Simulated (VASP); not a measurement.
Runs of VASP 6.6.1 on ZnO. The structure is that of space group Fm-3m (No. 225), or close to it. The cells are those of the table. 

```csv
level,potentials or basis,cell,cutoff (eV),smearing,second run,gap on the mesh (eV),pressure (GPa)
PBE,"VASP PAW PBE potentials, release 64 (Zn, O)","a = 2.955 Å, angles 61.4°, 2 atoms",520,fermi-dirac 0.02 eV,-,1.04,16.1
r2SCAN,"VASP PAW PBE potentials, release 64 (Zn, O)","a = 3.106, b = 3.106, c = 3.018 Å, angles 60.9, 60.9, 58.1°, 2 atoms",520,gaussian 0.01 eV,-,1.14,-7.6
PBE,"VASP PAW PBE potentials, release 64 (Zn, O_h)","a = 3.021, b = 3.021, c = 2.992 Å, angles 60.3, 60.3, 59.4°, 2 atoms",910,fermi-dirac 0.02 eV,hard_potentials,0.89,(c)
r2SCAN,"VASP PAW PBE potentials, release 64 (Zn, O)","a = 2.955 Å, angles 61.4°, 2 atoms",520,gaussian 0.01 eV,-,1.69,8.1
PBE,"VASP PAW PBE potentials, release 64 (Zn, O)","a = 3.021, b = 3.021, c = 2.992 Å, angles 60.3, 60.3, 59.4°, 2 atoms",520,fermi-dirac 0.02 eV,-,0.89,(b)
PBE,"VASP PAW PBE potentials, release 64 (Zn, O_h)","a = 2.955 Å, angles 61.4°, 2 atoms",910,fermi-dirac 0.02 eV,hard_potentials,1.05,15.8
r2SCAN,"VASP PAW PBE potentials, release 64 (Zn, O)","a = 3.021, b = 3.021, c = 2.992 Å, angles 60.3, 60.3, 59.4°, 2 atoms",520,gaussian 0.01 eV,-,(a),2.8
```

Alike in all rows: task single point; no spin polarisation; k mesh 10 × 10 × 10.

**Question.** Fill in the values left out.

**Answer.** (a) 1.52; (b) 10.6; (c) 10.3.

Caveats: the PAW data sets were made with another functional, which shifts forces and pressure a little (some runs); the cutoff is under 1.25 times the usual one of these potentials, so pressure, stress and relaxed cells hold a basis-set (Pulay) error (some runs).

A k mesh can miss the band edges.
